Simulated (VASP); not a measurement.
# Ge (P6_3/mmc) in VASP: notebook

Runs on Ge. Level: PBE. Tasks: single point.

Program: VASP 6.6.1. These are calculated values, not measurements. Logs are shortened: lines on timing, memory, paths and dates and some standing lists are left out, and cuts for length are marked.

**1. The cell of the first run**

It takes space group P6_3/mmc (No. 194, hexagonal). Conventional cell: a = 3.997 Å, b = 3.997 Å, c = 6.492 Å, α = 90.00°, β = 90.00°, γ = 120.00°. Ge (site symmetry 3m) has 4 Ge at 2.43 to 2.45 Å within 3.2 Å.

This isn't the form of Ge at room conditions, which is diamond.

**2. Single point, PBE (strain -0.015 along x and y, -0.030 along z)**

Input file INCAR:

```
SYSTEM = Ge
PREC = Accurate
ENCUT = 520
EDIFF = 1E-6
ISMEAR = 0
SIGMA = 0.15
LREAL = .False.
LASPH = .True.
NELM = 100
ALGO = Normal
ISIF = 2
LWAVE = .False.
LCHARG = .False.
GGA = PE
NBANDS = 36
```

Input file KPOINTS:

```
Automatic mesh
0
Gamma
  12 12 8
  0 0 0
```

Input file POSCAR:

```
Ge
1.0
    3.9972843571      0.0000000000      0.0000000000
   -1.9986421786      3.4617497994      0.0000000000
    0.0000000000      0.0000000000      6.4917523466
Ge
4
Direct
    0.6666666667      0.3333333333      0.0627911807
    0.3333333333      0.6666666667      0.5627911807
    0.6666666667      0.3333333333      0.4372088193
    0.3333333333      0.6666666667      0.9372088193
```

Potentials or basis: VASP PAW PBE potentials, release 64 (Ge_d).

Command:

```
> cat potpaw_PBE.64/Ge_d/POTCAR > POTCAR
> mpirun -np 1 vasp_std > vasp.out
```

OUTCAR:

```text
SYSTEM = Ge
   PREC = Accurate
   ENCUT = 520
   EDIFF = 1E-6
   ISMEAR = 0
   LREAL = .False.
   LASPH = .True.
   NELM = 100
   ISIF = 2
   GGA = PE

 ion  position               nearest neighbor table
   1  0.667  0.333  0.063-   3 2.43   4 2.45   4 2.45   4 2.45
   2  0.333  0.667  0.563-   4 2.43   3 2.45   3 2.45   3 2.45
   3  0.667  0.333  0.437-   1 2.43   2 2.45   2 2.45   2 2.45
   4  0.333  0.667  0.937-   2 2.43   1 2.45   1 2.45   1 2.45

  LATTYP: Found a hexagonal cell.
 ALAT       =     3.9972843571
 C/A-ratio  =     1.6240406653

  Lattice vectors:

 A1 = (   3.9972843571,   0.0000000000,   0.0000000000)
 A2 = (  -1.9986421786,   3.4617497994,   0.0000000000)
 A3 = (   0.0000000000,   0.0000000000,   6.4917523466)

Analysis of symmetry for initial positions (statically):
=====================================================================
 Subroutine PRICEL returns:
 Original cell was already a primitive cell.

 Routine SETGRP: Setting up the symmetry group for a
 hexagonal supercell.

 Subroutine GETGRP returns: Found 24 space group operations
 (whereof 12 operations were pure point group operations)
 out of a pool of 24 trial point group operations.

The static configuration has the point symmetry D_3d.
 The point group associated with its full space group is D_6h.

Analysis of symmetry for dynamics (positions and initial velocities):
=====================================================================
 Subroutine PRICEL returns:
 Original cell was already a primitive cell.

 Routine SETGRP: Setting up the symmetry group for a
 hexagonal supercell.

 Subroutine GETGRP returns: Found 24 space group operations
 (whereof 12 operations were pure point group operations)
 out of a pool of 24 trial point group operations.

The dynamic configuration has the point symmetry D_3d.
 The point group associated with its full space group is D_6h.

 Subroutine INISYM returns: Found 24 space group operations
 (whereof 12 operations are pure point group operations),
 and found     1 'primitive' translations

----------------------------------------------------------------------------------------

                                     Primitive cell

  volume of cell :      89.8303

  direct lattice vectors                    reciprocal lattice vectors
[... 83 lines left out ...]
   ISTART =      0    job   : 0-new  1-cont  2-samecut
   ICHARG =      2    charge: 1-file 2-atom 10-const
   ISPIN  =      1    spin polarized calculation?
   LNONCOLLINEAR =      F non collinear calculations
   LSORBIT =      F    spin-orbit coupling
   LASPH  =      T    aspherical Exc in radial PAW
   ENCUT  =  520.0 eV  38.22 Ry    6.18 a.u.   7.43  7.43 12.07*2*pi/ulx,y,z
   NELM   =    100;   NELMIN=  2; NELMDL= -5     # of ELM steps
   EDIFF  = 0.1E-05   stopping-criterion for ELM
   LREAL  =      F    real-space projection
   EDIFFG = 0.1E-04   stopping-criterion for IOM
   NSW    =      0    number of steps for IOM
   IBRION =     -1    ionic relax: 0-MD 1-quasi-New 2-CG
   NFREE  =      0    steps in history (QN), initial steepest desc. (CG)
   ISIF   =      2    stress and relaxation
   ISYM   =      2    0-nonsym 1-usesym 2-fastsym
   POTIM  = 0.5000    time-step for ionic-motion
   TEBEG  =    0.0;   TEEND  =   0.0 temperature during run
   PSTRESS=    0.0 pullay stress
   NELECT =      56.0000    total number of electrons
   NUPDOWN=      -1.0000    fix difference up-down
   EMIN   =  10.00;   EMAX   =-10.00  energy-range for DOS
   EFERMI =   0.00;   METHOD = LEGACY
   ISMEAR =     0;   SIGMA  =   0.15  broadening in eV -4-tet -1-fermi 0-gaus
   EFERMI_NEDOS =   21; number of points for ismear=-14 and -15
   IALGO  =     38    algorithm
   IMIX   =      4    mixing-type and parameters
     AMIX     =   0.40;   BMIX     =  1.00
     AMIX_MAG =   1.60;   BMIX_MAG =  1.00
  volume/ion in A,a.u.               =      22.46       151.55
  Fermi-wavevector in a.u.,A,eV,Ry     =   1.398503  2.642787 26.610405  1.955810
  Thomas-Fermi vector in A             =   2.521654
   LORBIT       =      0    0 simple, 1 ext, 2 COOP (PROOUT), +10 PAW based schemes
   GGA     = PE    functional components
   LHFCALC =     F    Hartree Fock is set to
   AEXX    =    0.0000 exact exchange contribution
   IVDW    =     0    specifies the selected vdW correction
   LEPSILON=     F    determine dielectric tensor
   LRPA    =     F    only Hartree local field effects (RPA)
 non-spin polarized calculation
 Gauss-broadening in eV      SIGMA  =   0.15
  energy-cutoff  :      520.00
  volume of cell :       89.83
 maximum number of plane-waves:      2442
 NGX is ok and might be reduce to    30
   NGX = 15   NGY = 15   NGZ = 25

 number of electron      56.0000008 magnetization

 Free energy of the ion-electron system (eV)
  ---------------------------------------------------
  ext. energy  EPLUGINS =         0.00000000
  ---------------------------------------------------
  free energy    TOTEN  =       -17.92572922 eV

  energy without entropy =      -17.92462596  energy(sigma->0) =      -17.92517759

 E-fermi :   5.1778     XC(G=0):  -9.9574

 val. band max:        5.1486102600   @ k =   0.0000   0.0000   0.2500
 cond. band min:       5.2474479024   @ k =   0.0000   0.0000   0.0000
 fundamental gap:      0.0988376424
 Fermi energy:         5.1778229995

 k-point     1 :       0.0000    0.0000    0.0000
  band No.  band energies     occupation
      1     -19.7916      2.00000
      2     -19.7916      2.00000
      3     -19.7675      2.00000
      4     -19.7499      2.00000
      5     -19.7487      2.00000
      6     -19.7487      2.00000
[... 925 lines left out ...]
     35      12.0458      0.00000
     36      12.9446      0.00000

 [... further k-points ...]
[... 5 lines left out ...]
  --------------------------------------------------------------------------------------
  -------------------------------------------------------------------------------------
  Total        1.7518048      1.7518048      3.4495838     -0.0000000      0.0000000      0.0000000
  in kB       31.2445045     31.2445045     61.5254238     -0.0000000      0.0000000      0.0000000
  external PRESSURE =      41.3381443 kB  Pullay stress =       0.0000000 kB

 VOLUME and BASIS-vectors are now :
 -----------------------------------------------------------------------------
  energy-cutoff  :      520.00
  volume of cell :       89.83
      direct lattice vectors                 reciprocal lattice vectors
     3.997284357  0.000000000  0.000000000     0.250169843  0.144435626  0.000000000
    -1.998642179  3.461749799  0.000000000     0.000000000  0.288871252  0.000000000
     0.000000000  0.000000000  6.491752347     0.000000000  0.000000000  0.154041613

 POSITION                                       TOTAL-FORCE (eV/Angst)
 -----------------------------------------------------------------------------------
      1.99864      1.15392      0.40762         0.000000     -0.000000     -0.152490
     -0.00000      2.30783      3.65350        -0.000000      0.000000     -0.152490
      1.99864      1.15392      2.83825         0.000000     -0.000000      0.152490
     -0.00000      2.30783      6.08413         0.000000      0.000000      0.152490
 -----------------------------------------------------------------------------------
    total drift:                               -0.000000      0.000000     -0.000000

  FREE ENERGIE OF THE ION-ELECTRON SYSTEM (eV)
  ---------------------------------------------------
  free  energy   TOTEN  =       -17.9257292227 eV

  energy  without entropy=      -17.9246259603  energy(sigma->0) =      -17.92517759
```

OSZICAR:

```text
N       E                     dE             d eps       ncg     rms          rms(c)
DAV:   1     0.492889160761E+03    0.49289E+03   -0.28324E+04  8016   0.430E+03
DAV:   2     0.670599297628E+02   -0.42583E+03   -0.41469E+03  6840   0.796E+02
DAV:   3    -0.135012312357E+02   -0.80561E+02   -0.79488E+02  7388   0.206E+02
DAV:   4    -0.180152800381E+02   -0.45140E+01   -0.44882E+01  8036   0.566E+01
DAV:   5    -0.181094874772E+02   -0.94207E-01   -0.94153E-01  7692   0.894E+00    0.460E+00
DAV:   6    -0.179873475419E+02    0.12214E+00   -0.66985E-02  7624   0.196E+00    0.271E+00
DAV:   7    -0.179213427020E+02    0.66005E-01   -0.10665E-01  7388   0.223E+00    0.194E-01
DAV:   8    -0.179248676026E+02   -0.35249E-02   -0.12490E-02  7544   0.993E-01    0.850E-02
DAV:   9    -0.179256924391E+02   -0.82484E-03   -0.91313E-04  7504   0.129E-01    0.187E-02
DAV:  10    -0.179257191715E+02   -0.26732E-04   -0.53897E-05  8512   0.780E-02    0.778E-03
DAV:  11    -0.179257283382E+02   -0.91667E-05   -0.19491E-05  5908   0.231E-02    0.377E-03
DAV:  12    -0.179257292227E+02   -0.88450E-06   -0.14515E-06  5228   0.138E-02
   1 F= -.17925729E+02 E0= -.17925178E+02  d E =-.110326E-02
```

Wall time 7.1 min (1 thread of AMD EPYC 7R13, shared host); peak memory 0.31 GiB.

Results:

```
Free energy            : -17.9257 eV
Pressure               : 4.1 GPa
Largest force          : 0.152 eV/Å
Band gap on the k mesh : zero (bands 28 and 29 overlap by 0.12 eV)
```

Forces on the atoms (eV/Å):
```
Ge   0.000  0.000 -0.152
Ge   0.000  0.000 -0.152
Ge   0.000  0.000  0.152
Ge   0.000  0.000  0.152
```

Stress tensor (GPa, compression positive):
```
3.12 0.00 0.00
0.00 3.12 0.00
0.00 0.00 6.15
```

Caveat: the cell differs from its parent crystal (strain -0.015 along x and y, -0.030 along z); the cell stands under pressure; semilocal functionals underestimate gaps, and a narrow one can read as zero.

**3. Single point, PBE (strain -0.030 along x and y, +0.015 along z)**

Input file INCAR:

```
SYSTEM = Ge
ALGO = Normal ; EDIFF = 1E-6
ENCUT = 520 ; GGA = PE
ISIF = 2 ; ISMEAR = 0
LASPH = .TRUE. ; LCHARG = .FALSE.
LREAL = .FALSE. ; LWAVE = .FALSE.
NBANDS = 36 ; NELM = 60
PREC = Accurate ; SIGMA = 0.15
```

Input file KPOINTS:

```
k-points
0
G
  12 12 8
  0 0 0
```

Input file POSCAR:

```
Ge
1.0
    3.9364120065      0.0000000000      0.0000000000
   -1.9682060033      3.4090327973      0.0000000000
    0.0000000000      0.0000000000      6.7929161153
Ge
4
Direct
    0.6666666667      0.3333333333      0.0627911807
    0.3333333333      0.6666666667      0.5627911807
    0.6666666667      0.3333333333      0.4372088193
    0.3333333333      0.6666666667      0.9372088193
```

Potentials or basis: VASP PAW PBE potentials, release 64 (Ge_d).

Command:

```
> cat potpaw_PBE.64/Ge_d/POTCAR > POTCAR
> mpirun -np 1 vasp_std > vasp.out
```

Run time: 8.8 min. Hardware: 1 thread of AMD EPYC 7R13, shared host; peak memory 0.32 GiB.

It converged, with:

```
Free energy            : -17.8981 eV
Pressure               : 3.3 GPa
Largest force          : 0.402 eV/Å
Band gap on the k mesh : zero (filled and empty bands touch)
```

Forces in eV/Å, atoms in the order of the input:
```
Ge   0.000  0.000  0.402
Ge   0.000  0.000  0.402
Ge   0.000  0.000 -0.402
Ge   0.000  0.000 -0.402
```

Stress tensor (GPa, compression positive):
```
 5.80  0.00  0.00
 0.00  5.80  0.00
 0.00  0.00 -1.80
```

Levels at points of the mesh, in eV from the Fermi level:
```
           k point  band 25  band 26  band 27  band 28  band 29  band 30  band 31  band 32
(0.00, 0.00, 0.00)    -1.34    -0.30    -0.29     0.03     0.03     0.26     2.39     2.44
(0.50, 0.00, 0.00)    -4.60    -3.01    -2.82    -1.62     0.65     1.41     3.39     3.73
(0.00, 0.00, 0.50)    -0.79    -0.79    -0.79    -0.79     0.91     0.91     3.42     3.42
(0.50, 0.00, 0.50)    -2.75    -2.75    -2.43    -2.43     0.39     0.39     1.96     1.96
```

Caveat: the cell differs from its parent crystal (strain -0.030 along x and y, +0.015 along z); the stress differs along the axes, from -2 to 6 GPa; semilocal functionals underestimate gaps, and a narrow one can read as zero.

The gap in the log of VASP goes by the Fermi energy; the results here count the filled bands.